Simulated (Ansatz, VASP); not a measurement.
**C: VASP beside Ansatz**

```
C
1.0
     1.22225    0.70567    3.33304
    -1.22225    0.70567    3.33304
     0.00000   -1.41133    3.33304
C
2
Cartesian
  0.0000 0.0000 1.6470
  0.0000 0.0000 8.3522
```

Change from the starting cell: mode 4 frozen in at -0.019 Å, equal normal strain along x, y and z -0.0083.

Alike in both runs: task single point; functional PBE; dispersion D3(BJ); k mesh 15 × 15 × 15; occupations gaussian, width 0.05 eV; no spin polarisation.

|  | VASP | Ansatz |
| --- | --- | --- |
| version | VASP 6.6.1 | Ansatz 0.2.0 |
| potentials or method | VASP PAW PBE potentials, release 64 (C), cutoff 520 eV | scalar-relativistic, plane waves, PAW |
| valence electrons in the cell | 8 | 8 |

Ansatz gave:

| Quantity | Value |
| --- | --- |
| gap on the k mesh at the Fermi level (eV) | 0.74 |
| least direct gap on the mesh (eV) | 0.74 |
| pressure (GPa) | 7.7 |
| traceless stress, the component that is largest in VASP (GPa) | -7.69 |
| rms of the force components (eV/Å) | 0.360 |

Problem. Estimate VASP's values.

Solution. gap on the k mesh at the Fermi level (eV): 0.74; least direct gap on the mesh (eV): 0.74; pressure (GPa): 8.1; traceless stress, the component that is largest in VASP (GPa): -8.24; rms of the force components (eV/Å): 0.358.

Atom by atom the forces differ by 0.001 eV/Å (rms over components).
